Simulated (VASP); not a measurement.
Here is a VASP 6.6.1 calculation.

Contents of INCAR:

```
PREC = Accurate ; ENCUT = 500
EDIFF = 1E-6 ; ISMEAR = 0
SIGMA = 0.1 ; LREAL = F
LASPH = T ; NELM = 120
ALGO = Normal ; ISIF = 2
LWAVE = F ; LCHARG = F
GGA = PE ; NBANDS = 28
GGA_COMPAT = F
```

File KPOINTS:

```
regular mesh
0
Gamma
  12 12 8
```

Contents of POSCAR:

```
ZrSi4Pd
1.0
    4.3585139992      0.0000000000      0.0000000000
   -2.1792569996      3.7745838460      0.0000000000
    0.0000000000      0.0000000000      5.7389538051
Zr Si Pd
1 4 1
Direct
    0.0000000000      0.0000000000      0.0000000000
    0.3333333333      0.6666666667      0.7144231573
    0.3333333333      0.6666666667      0.2855768427
    0.6666666667      0.3333333333      0.2855768427
    0.6666666667      0.3333333333      0.7144231573
    0.0000000000      0.0000000000      0.5000000000
```

Potentials or basis: VASP PAW PBE potentials, release 64 (Zr_sv, Si, Pd).

The run is started by

```sh
$ cat potpaw_PBE.64/Zr_sv/POTCAR potpaw_PBE.64/Si/POTCAR potpaw_PBE.64/Pd/POTCAR > POTCAR
$ mpirun -np 1 vasp_std > vasp.out
```

Question: Predict the band gap on the k mesh.

Answer: Zero (bands 19 and 20 overlap by 1.44 eV).

Question: What does it give for the pressure?

Answer: 0.0 GPa.

Question: Estimate the largest force.

Answer: 0.007 eV/Å.

Forces on the atoms (eV/Å):
```
Zr   0.000  0.000  0.000
Si   0.000  0.000 -0.007
Si   0.000  0.000  0.007
Si   0.000  0.000  0.007
Si   0.000  0.000 -0.007
Pd   0.000  0.000  0.000
```
